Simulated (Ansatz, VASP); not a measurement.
# Two plane-wave programs on In

The input INCAR:

```
PREC = Accurate
ENCUT = 600
EDIFF = 1E-7
ISMEAR = -1
SIGMA = 0.05
LREAL = F
LASPH = T
NELM = 60
ALGO = Normal
ISIF = 3
LWAVE = F
LCHARG = F
GGA = PS
IBRION = 2
NSW = 100
EDIFFG = -0.002
```

File KPOINTS:

```
regular mesh
0
Gamma
  16 16 16
```

File POSCAR:

```
In
1.0
   -1.6254700000      1.6254700000      2.4737000000
    1.6254700000     -1.6254700000      2.4737000000
    1.6254700000      1.6254700000     -2.4737000000
In
1
Direct
    0.0000000000      0.0000000000      0.0000000000
```

Input for Ansatz:

```yaml
crystal:
  lattice:
    - [-1.62547, 1.62547, 2.4737]
    - [1.62547, -1.62547, 2.4737]
    - [1.62547, 1.62547, -2.4737]
  atoms:
    - { symbol: In, position: [0.0, 0.0, 0.0] }
kpoints:
  mp_grid: { grid: [16, 16, 16] }
scf:
  occupations: { method: fermi_dirac, width: 0.05 }
hamiltonian:
  xc: pbesol
  pseudopotentials: { kind: paw }
relax:
  f_tol: 0.002
  max_steps: 80
  cell: {}
output:
  forces: true
  stress: true
```

Alike in both runs: task relaxation of cell and atoms; functional PBEsol; k mesh 16 × 16 × 16; occupations fermi-dirac, width 0.05 eV; no spin polarisation.

|  | VASP | Ansatz |
| --- | --- | --- |
| version | VASP 6.6.1 | Ansatz 0.2.0 |
| potentials or method | VASP PAW PBE potentials, release 64 (In_d) | PAW with Ansatz's default frozen-core files, scalar-relativistic |
| plane-wave cutoff (eV) | 600 | 420 |
| valence electrons in the cell | 13 | 13 |

Ansatz gave:

| Property | Result |
| --- | --- |
| relaxed volume (Å³/atom) | 25.54 |
| relaxed cell length with the largest relative difference (Å) | 3.375 |

Task: What did VASP give for the same quantities?

Result: Relaxed volume (Å³/atom): 25.56; relaxed cell length with the largest relative difference (Å): 3.375.

VASP's potentials were made for PBE, not for PBEsol.
